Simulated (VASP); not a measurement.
# Si (Fm-3m) in VASP: a series of runs

Runs on Si. Level: PBE. Tasks: single point.

Program: VASP 6.6.1. These are calculated values, not measurements. Logs are shortened: lines on timing, memory, paths and dates and some standing lists are left out, and cuts for length are marked.

## 1. The cell of the first run

Symmetry: Fm-3m, No. 225, cubic system. The conventional cell has a = 3.318 Å, b = 3.318 Å, c = 3.318 Å, α = 90.00°, β = 90.00°, γ = 90.00°. Si (site symmetry m-3m) has 12 Si at 2.35 Å within 3.1 Å.

## 2. Single point, PBE

The input, INCAR:

```
SYSTEM = Si
PREC = Accurate ; ENCUT = 500
EDIFF = 1E-6 ; ISMEAR = -1
SIGMA = 0.1 ; LREAL = .FALSE.
LASPH = .TRUE. ; NELM = 120
ALGO = Normal ; ISIF = 2
LWAVE = .FALSE. ; LCHARG = .FALSE.
GGA = PE ; NBANDS = 8
GGA_COMPAT = .FALSE.
```

The input, KPOINTS:

```
regular mesh
0
G
  15 15 15
  0 0 0
```

The input, POSCAR:

```
Si
1.0
    0.0000000000      1.6587916086      1.6587916086
    1.6587916086      0.0000000000      1.6587916086
    1.6587916086      1.6587916086      0.0000000000
Si
1
Direct
    0.0000000000      0.0000000000      0.0000000000
```

Potentials or basis: VASP PAW PBE potentials, release 64 (Si).

Started as:

```bash
$ cat potpaw_PBE.64/Si/POTCAR > POTCAR
$ mpirun -np 1 vasp_std > vasp.out
```

OUTCAR:

```text
SYSTEM = Si
   PREC = Accurate
   ENCUT = 500
   EDIFF = 1E-6
   ISMEAR = -1
   LREAL = .FALSE.
   LASPH = .TRUE.
   NELM = 120
   ISIF = 2
   GGA = PE

 ion  position               nearest neighbor table
   1  0.000  0.000  0.000-

  LATTYP: Found a face centered cubic cell.
 ALAT       =     3.3175832172

  Lattice vectors:

 A1 = (   0.0000000000,   1.6587916086,   1.6587916086)
 A2 = (   1.6587916086,   0.0000000000,   1.6587916086)
 A3 = (   1.6587916086,   1.6587916086,   0.0000000000)

Analysis of symmetry for initial positions (statically):
=====================================================================
 Subroutine PRICEL returns:
 Original cell was already a primitive cell.

 Routine SETGRP: Setting up the symmetry group for a
 face centered cubic supercell.

 Subroutine GETGRP returns: Found 48 space group operations
 (whereof 48 operations were pure point group operations)
 out of a pool of 48 trial point group operations.

The static configuration has the point symmetry O_h .

Analysis of symmetry for dynamics (positions and initial velocities):
=====================================================================
 Subroutine PRICEL returns:
 Original cell was already a primitive cell.

 Routine SETGRP: Setting up the symmetry group for a
 face centered cubic supercell.

 Subroutine GETGRP returns: Found 48 space group operations
 (whereof 48 operations were pure point group operations)
 out of a pool of 48 trial point group operations.

The dynamic configuration has the point symmetry O_h .

 Subroutine INISYM returns: Found 48 space group operations
 (whereof 48 operations are pure point group operations),
 and found     1 'primitive' translations

----------------------------------------------------------------------------------------

                                     Primitive cell

  volume of cell :       9.1286

  direct lattice vectors                    reciprocal lattice vectors
     0.000000000  1.658791609  1.658791609    -0.301424240  0.301424240  0.301424240
     1.658791609  0.000000000  1.658791609     0.301424240 -0.301424240  0.301424240
     1.658791609  1.658791609  0.000000000     0.301424240  0.301424240 -0.301424240

  length of vectors
     2.345885590  2.345885590  2.345885590     0.522082098  0.522082098  0.522082098

  position of ions in fractional coordinates (direct lattice)
     0.000000000  0.000000000  0.000000000

  ion indices of the primitive-cell ions
   primitive index   ion index
                 1           1

----------------------------------------------------------------------------------------

 KPOINTS: regular mesh

Automatic generation of k-mesh.
 Grid dimensions read from file:
 generate k-points for:   15   15   15

 Generating k-lattice:

  Cartesian coordinates                     Fractional coordinates (reciprocal lattice)
    -0.020094949  0.020094949  0.020094949     0.066666667  0.000000000  0.000000000
     0.020094949 -0.020094949  0.020094949     0.000000000  0.066666667  0.000000000
     0.020094949  0.020094949 -0.020094949     0.000000000  0.000000000  0.066666667

  Length of vectors
     0.034805473  0.034805473  0.034805473

  Shift w.r.t. Gamma in fractional coordinates (k-lattice)
     0.000000000  0.000000000  0.000000000

 Subroutine IBZKPT returns following result:
 ===========================================

 Found    120 irreducible k-points:

 Following reciprocal coordinates:
            Coordinates               Weight
  0.000000  0.000000  0.000000      1.000000
  0.066667  0.000000  0.000000      8.000000
  0.133333  0.000000  0.000000      8.000000
  0.200000  0.000000  0.000000      8.000000
  0.266667  0.000000  0.000000      8.000000
  0.333333  0.000000  0.000000      8.000000
[... 16 lines left out ...]
  0.133333  0.133333  0.000000      6.000000
  0.200000  0.133333  0.000000     24.000000
 [... further k-points ...]
   k-points           NKPTS =    120   k-points in BZ     NKDIM =    120   number of bands    NBANDS=      8
   number of dos      NEDOS =    301   number of ions     NIONS =      1
   total plane-waves  NPLWV =   5832
   dimension x,y,z NGX =    18 NGY =   18 NGZ =   18
   dimension x,y,z NGXF=    36 NGYF=   36 NGZF=   36
   ions per type =               1
   NGX,Y,Z   is equivalent  to a cutoff of  12.76, 12.76, 12.76 a.u.
   NGXF,Y,Z  is equivalent  to a cutoff of  25.51, 25.51, 25.51 a.u.
 SYSTEM =  Si
   PREC   = accura    normal or accurate (medium, high low for compatibility)
   ISTART =      0    job   : 0-new  1-cont  2-samecut
   ICHARG =      2    charge: 1-file 2-atom 10-const
   ISPIN  =      1    spin polarized calculation?
   LNONCOLLINEAR =      F non collinear calculations
   LSORBIT =      F    spin-orbit coupling
   LASPH  =      T    aspherical Exc in radial PAW
   ENCUT  =  500.0 eV  36.75 Ry    6.06 a.u.   4.28  4.28  4.28*2*pi/ulx,y,z
   NELM   =    120;   NELMIN=  2; NELMDL= -5     # of ELM steps
   EDIFF  = 0.1E-05   stopping-criterion for ELM
   LREAL  =      F    real-space projection
   EDIFFG = 0.1E-04   stopping-criterion for IOM
   NSW    =      0    number of steps for IOM
   IBRION =     -1    ionic relax: 0-MD 1-quasi-New 2-CG
   NFREE  =      0    steps in history (QN), initial steepest desc. (CG)
   ISIF   =      2    stress and relaxation
   ISYM   =      2    0-nonsym 1-usesym 2-fastsym
   POTIM  = 0.5000    time-step for ionic-motion
   TEBEG  =    0.0;   TEEND  =   0.0 temperature during run
   PSTRESS=    0.0 pullay stress
   NELECT =       4.0000    total number of electrons
   NUPDOWN=      -1.0000    fix difference up-down
   EMIN   =  10.00;   EMAX   =-10.00  energy-range for DOS
   EFERMI =   0.00;   METHOD = LEGACY
   ISMEAR =    -1;   SIGMA  =   0.10  broadening in eV -4-tet -1-fermi 0-gaus
   EFERMI_NEDOS =   21; number of points for ismear=-14 and -15
   IALGO  =     38    algorithm
   IMIX   =      4    mixing-type and parameters
     AMIX     =   0.40;   BMIX     =  1.00
     AMIX_MAG =   1.60;   BMIX_MAG =  1.00
  volume/ion in A,a.u.               =       9.13        61.60
  Fermi-wavevector in a.u.,A,eV,Ry     =   1.243444  2.349769 21.036698  1.546154
  Thomas-Fermi vector in A             =   2.377755
   LORBIT       =      0    0 simple, 1 ext, 2 COOP (PROOUT), +10 PAW based schemes
   GGA     = PE    functional components
   LHFCALC =     F    Hartree Fock is set to
   AEXX    =    0.0000 exact exchange contribution
   IVDW    =     0    specifies the selected vdW correction
   LEPSILON=     F    determine dielectric tensor
   LRPA    =     F    only Hartree local field effects (RPA)
 non-spin polarized calculation
  energy-cutoff  :      500.00
  volume of cell :        9.13
 maximum number of plane-waves:       259
 NGX is ok and might be reduce to    18
   NGX =  9   NGY =  9   NGZ =  9

 number of electron       4.0000000 magnetization

 Free energy of the ion-electron system (eV)
  ---------------------------------------------------
  ext. energy  EPLUGINS =         0.00000000
  ---------------------------------------------------
  free energy    TOTEN  =        -3.75191811 eV

  energy without entropy =       -3.73953133  energy(sigma->0) =       -3.74572472

 E-fermi :  17.4983     XC(G=0): -13.1599

 val. band max:       17.4584535807   @ k =   0.3333   0.1333   0.0000
 cond. band min:      17.5248843936   @ k =   0.4667   0.3333   0.0000
 fundamental gap:      0.0664308129
 Fermi energy:        17.4982781304

 k-point     1 :       0.0000    0.0000    0.0000
  band No.  band energies     occupation
      1      -1.9443      2.00000
      2      31.3697      0.00000
      3      31.3697      0.00000
      4      31.3697      0.00000
      5      35.4019      0.00000
      6      35.4019      0.00000
      7      35.4019      0.00000
      8      37.8542      0.00000

 k-point     2 :       0.0667    0.0000    0.0000
  band No.  band energies     occupation
      1      -1.7689      2.00000
      2      29.0423      0.00000
      3      31.0601      0.00000
      4      31.0601      0.00000
      5      35.9418      0.00000
      6      35.9888      0.00000
      7      35.9888      0.00000
      8      39.5869      0.00000

 k-point     3 :       0.1333    0.0000    0.0000
  band No.  band energies     occupation
      1      -1.2442      2.00000
      2      25.3483      0.00000
      3      30.4628      0.00000
      4      30.4628      0.00000
      5      35.8173      0.00000
      6      37.3479      0.00000
      7      37.3479      0.00000
      8      38.6241      0.00000

 k-point     4 :       0.2000    0.0000    0.0000
  band No.  band energies     occupation
      1      -0.3742      2.00000
      2      21.6331      0.00000
      3      29.9281      0.00000
      4      29.9281      0.00000
      5      35.5043      0.00000
      6      36.5453      0.00000
      7      36.5453      0.00000
      8      39.4635      0.00000

 k-point     5 :       0.2667    0.0000    0.0000
  band No.  band energies     occupation
      1       0.8349      2.00000
      2      18.0909      0.00532
      3      29.5796      0.00000
      4      29.5796      0.00000
      5      34.8202      0.00000
      6      34.8202      0.00000
      7      35.2813      0.00000
      8      41.3783      0.00000
[... 177 lines left out ...]
 k-point    22 :      -0.0667    0.0667    0.0000
  band No.  band energies     occupation
      1      -1.4772      2.00000
      2      27.3873      0.00000
      3      28.8669      0.00000
      4      31.8310      0.00000
      5      35.7073      0.00000
      6      36.5627      0.00000
      7      37.3308      0.00000
      8      38.3217      0.00000

 k-point    23 :       0.1333    0.1333    0.0000
  band No.  band energies     occupation
      1      -1.0117      2.00000
      2      27.6490      0.00000
      3      27.9983      0.00000
      4      27.9983      0.00000
      5      33.4342      0.00000
      6      34.5827      0.00000
      7      40.0968      0.00000
      8      40.0968      0.00000

 k-point    24 :       0.2000    0.1333    0.0000
  band No.  band energies     occupation
      1      -0.3742      2.00000
      2      24.3887      0.00000
      3      27.1427      0.00000
      4      28.5228      0.00000
      5      31.8670      0.00000
      6      33.9467      0.00000
      7      40.7439      0.00000
      8      41.1732      0.00000

 [... further k-points ...]

------------------------ aborting loop because EDIFF is reached ----------------------------------------

  FORCE on cell =-STRESS in cart. coord.  units (eV):
  Direction    XX          YY          ZZ          XY          YZ          ZX
  --------------------------------------------------------------------------------------
  -------------------------------------------------------------------------------------
  Total        5.8792412      5.8792412      5.8792412      0.0000000     -0.0000000     -0.0000000
  in kB     1031.8733036   1031.8733036   1031.8733036      0.0000000     -0.0000000     -0.0000000
  external PRESSURE =    1031.8733036 kB  Pullay stress =       0.0000000 kB

 VOLUME and BASIS-vectors are now :
 -----------------------------------------------------------------------------
  energy-cutoff  :      500.00
  volume of cell :        9.13
      direct lattice vectors                 reciprocal lattice vectors
     0.000000000  1.658791609  1.658791609    -0.301424240  0.301424240  0.301424240
     1.658791609  0.000000000  1.658791609     0.301424240 -0.301424240  0.301424240
     1.658791609  1.658791609  0.000000000     0.301424240  0.301424240 -0.301424240

 POSITION                                       TOTAL-FORCE (eV/Angst)
 -----------------------------------------------------------------------------------
      0.00000      0.00000      0.00000        -0.000000     -0.000000     -0.000000
 -----------------------------------------------------------------------------------
    total drift:                                0.000000     -0.000000     -0.000000

  FREE ENERGIE OF THE ION-ELECTRON SYSTEM (eV)
  ---------------------------------------------------
  free  energy   TOTEN  =        -3.7519181124 eV

  energy  without entropy=       -3.7395313323  energy(sigma->0) =       -3.74572472
```

It took 16 s on 1 thread of Intel Xeon 8259CL, shared host; peak memory 0.12 GiB.

What came out:

```
Free energy            : -3.7519 eV
Pressure               : 103.2 GPa
Band gap on the k mesh : zero (band 2 reaches 31.37 eV, above the bottom of band 3 at 14.36 eV)
```

Levels at points of the mesh, in eV from the Fermi level:
```csv
k point,band 1,band 2,band 3,band 4,band 5
"(0.00, 0.00, 0.00)",-19.44,13.87,13.87,13.87,17.90
```

## 3. Single point, PBE

This run uses another cell than the first one, of 9.50 Å³/atom, 1.041 times its volume.

The input, INCAR:

```
PREC = Accurate ; ENCUT = 500
EDIFF = 1E-6 ; ISMEAR = -1
SIGMA = 0.1 ; LREAL = F
LASPH = T ; NELM = 120
ALGO = Normal ; ISIF = 2
LWAVE = F ; LCHARG = T
GGA = PE ; LELF = T
LVHAR = T ; NBANDS = 8
GGA_COMPAT = F
```

The input, KPOINTS:

```
regular mesh
0
Gamma
  15 15 15
```

The input, POSCAR:

```
Si
1.0
    0.0000000000      1.6810599250      1.6810599250
    1.6810599250      0.0000000000      1.6810599250
    1.6810599250      1.6810599250      0.0000000000
Si
1
Direct
    0.0000000000      0.0000000000      0.0000000000
```

Potentials or basis: VASP PAW PBE potentials, release 64 (Si).

Started as:

```bash
$ cat potpaw_PBE.64/Si/POTCAR > POTCAR
$ mpirun -np 1 vasp_std > vasp.out
```

Run time: 16 s. Hardware: 1 thread of Intel Xeon 8259CL, shared host; peak memory 0.12 GiB.

It converged, with:

```
Free energy            : -3.9717 eV
Pressure               : 86.5 GPa
Band gap on the k mesh : zero (band 2 reaches 30.45 eV, above the bottom of band 3 at 13.64 eV)
```

Levels at points of the mesh, in eV from the Fermi level:
```csv
k point,band 1,band 2,band 3,band 4,band 5,band 6
"(0.00, 0.00, 0.00)",-18.96,13.68,13.68,13.68,17.21,17.21
```

[end of part 1 of 2]
